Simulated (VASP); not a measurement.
A run of VASP 6.6.1:

INCAR

```
PREC = Accurate
ENCUT = 520
EDIFF = 1E-7
ISMEAR = 0
SIGMA = 0.05
LREAL = F
LASPH = T
NELM = 80
ALGO = Normal
ISIF = 2
LWAVE = F
LCHARG = T
GGA = PS
LELF = T
LVHAR = T
NBANDS = 65
```

File KPOINTS:

```
Automatic mesh
0
Gamma
  7 7 3
```

POSCAR

```
Ta2O5
1.0
   -2.9621467470      2.5380406705     -0.0166874688
   -2.9621467470     -2.5380406705     -0.0166874688
    0.5638515801      0.0000000000     10.7079171246
Ta O
4 10
Direct
    0.9113128318      0.9915582667      0.6959663541
    0.4137733527      0.4940187876      0.2193208636
    0.5002339277      0.5804793626      0.8940276730
    0.0026944486      0.0829398835      0.4173821826
    0.6880752363      0.0971065422      0.8672008341
    0.1905357572      0.5995670631      0.3905553437
    0.2365793984      0.3659039388      0.0592061846
    0.7341188775      0.8634434179      0.5358516751
    0.9734983784      0.5182938160      0.7949970135
    0.4759588993      0.0207543369      0.3183515231
    0.1308092974      0.2601338378      0.5774968615
    0.6332698183      0.7625943587      0.1008513711
    0.3946856522      0.8037169581      0.7227931930
    0.8971461731      0.3061774790      0.2461477025
```

Potentials or basis: VASP PAW PBE potentials, release 64 (Ta_pv, O).

Launch:

```bash
$ cat potpaw_PBE.64/Ta_pv/POTCAR potpaw_PBE.64/O/POTCAR > POTCAR
$ mpirun -np 1 vasp_std > vasp.out
```

Hardware: 1 thread of Oxide Virtual Turin-like Processor, with other jobs on the host.

Estimate the wall time of this run.

Run time: 25 min on 1 thread of Oxide Virtual Turin-like Processor (shared host), peak memory 0.58 GiB. Counts: scf iterations 20, k points 74.
